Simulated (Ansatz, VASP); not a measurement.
Ti2SiGe2: VASP beside Ansatz

```
Ti Si Ge
1.0
     1.58483    0.91500    9.85685
    -1.58483    0.91500    9.85685
     0.00000   -1.83000    9.85685
Ti Si Ge
2 1 2
Direct
  0.20281 0.20281 0.20281
  0.79719 0.79719 0.79719
  0.00000 0.00000 0.00000
  0.39449 0.39449 0.39449
  0.60551 0.60551 0.60551
```

Change from the starting cell: species swapped into the Bi2TeSe2 type (R-3m, No. 166).

Alike in both runs: task relaxation of cell and atoms; functional PBE; k mesh 12 × 12 × 12; occupations gaussian, width 0.1 eV; no spin polarisation.

|  | VASP | Ansatz |
| --- | --- | --- |
| version | VASP 6.6.1 | Ansatz 0.2.0 |
| potentials or method | VASP PAW PBE potentials, release 64 (Ti_sv, Si, Ge_d), cutoff 600 eV | scalar-relativistic, plane waves, PAW |
| valence electrons in the cell | 56 | 56 |

|  | VASP | Ansatz | Ansatz less VASP |
| --- | --- | --- | --- |
| gap on the k mesh at the Fermi level, each at its own relaxed structure (eV) | none | none | - |
| relaxed volume (Å³/atom) | 17.19 | 17.20 | +0.008 |
| relaxed length of the cell vector where the two differ most in proportion (Å) | 10.004 | 10.003 | -0.0012 |

A gap of «none» marks a metal or a gap that the smearing closes.
